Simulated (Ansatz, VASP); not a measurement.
One calculation of Sn2TeO3, two programs

The input POSCAR:

```
Sn2TeO3
1.0
    3.2513303969      0.0000000000      0.0000000000
    0.0000000000      3.5471695494      4.5665614737
    0.0000000000     -3.5471695494      4.5665614737
Sn Te O
2 1 3
Direct
    0.0000000000      0.0452822532      0.0452822532
    0.5000000000      0.4365039745      0.4365039745
    0.0000000000      0.7068249883      0.7068249883
    0.5000000000      0.1908256653      0.8193274780
    0.5000000000      0.8193274780      0.1908256653
    0.0000000000      0.2812356407      0.2812356407
```

The input INCAR.step1:

```
SYSTEM = Sn2TeO3
PREC = Accurate
ENCUT = 520
ISMEAR = 0
SIGMA = 0.1
LREAL = .FALSE.
LASPH = .TRUE.
NELM = 100
NBANDS = 35
GGA = PE
ALGO = Normal
EDIFF = 1E-4
LWAVE = .TRUE.
LCHARG = .FALSE.
```

Contents of INCAR.step2:

```
SYSTEM = Sn2TeO3
PREC = Accurate
ENCUT = 520
EDIFF = 1E-6
ISMEAR = 0
SIGMA = 0.1
LREAL = .FALSE.
LASPH = .TRUE.
NELM = 100
ALGO = Normal
ISIF = 2
LWAVE = .FALSE.
LCHARG = .TRUE.
METAGGA = R2SCAN
LMIXTAU = .TRUE.
LELF = .TRUE.
LVHAR = .TRUE.
NBANDS = 35
ISTART = 1
```

KPOINTS

```
regular mesh
0
G
  10 6 6
  0 0 0
```

Input for Ansatz:

```yaml
crystal:
  lattice:
    - [3.2513303969, 0.0, 0.0]
    - [0.0, 3.5471695494, 4.5665614737]
    - [0.0, -3.5471695494, 4.5665614737]
  atoms:
    - { symbol: Sn, position: [0.0, 0.0452822532, 0.0452822532] }
    - { symbol: Sn, position: [0.5, 0.4365039745, 0.4365039745] }
    - { symbol: Te, position: [0.0, 0.7068249883, 0.7068249883] }
    - { symbol: O, position: [0.5, 0.1908256653, 0.819327478] }
    - { symbol: O, position: [0.5, 0.819327478, 0.1908256653] }
    - { symbol: O, position: [0.0, 0.2812356407, 0.2812356407] }
basis:
  ecutwfc: 500
kpoints:
  mp_grid: { grid: [10, 6, 6] }
hamiltonian:
  xc: r2scan
scf:
  occupations: { method: gaussian, width: 0.1 }
output:
  forces: true
  stress: true
  eigenvalues: true
```

Alike in both runs: task single point; functional r2SCAN; k mesh 10 × 6 × 6; occupations gaussian, width 0.1 eV; no spin polarisation.

```csv
,VASP,Ansatz
version,VASP 6.6.1,Ansatz 0.2.0
potentials or method,"VASP PAW PBE potentials, release 64 (Sn_d, Te, O), cutoff 520 eV","scalar-relativistic, plane waves, PAW"
valence electrons in the cell,52,62
```

|  | VASP | Ansatz | Ansatz less VASP |
| --- | --- | --- | --- |
| gap on the k mesh at the Fermi level (eV) | none | none | - |
| pressure (GPa) | -4.1 | -4.6 | -0.45 |
| traceless stress, the component that is largest in VASP (GPa) | 0.16 | 0.23 | +0.064 |
| rms of the force components (eV/Å) | 0.075 | 0.093 | +0.0179 |

VASP's potentials were made for PBE, not for r2SCAN. Atom by atom the forces differ by 0.025 eV/Å (rms over components). A gap of «none» marks a metal or a gap that the smearing closes. VASP's potentials hold 52 valence electrons a cell and Ansatz's 62, so a difference there can come from the potentials and not from the codes.

Neither program's run includes spin-orbit coupling.
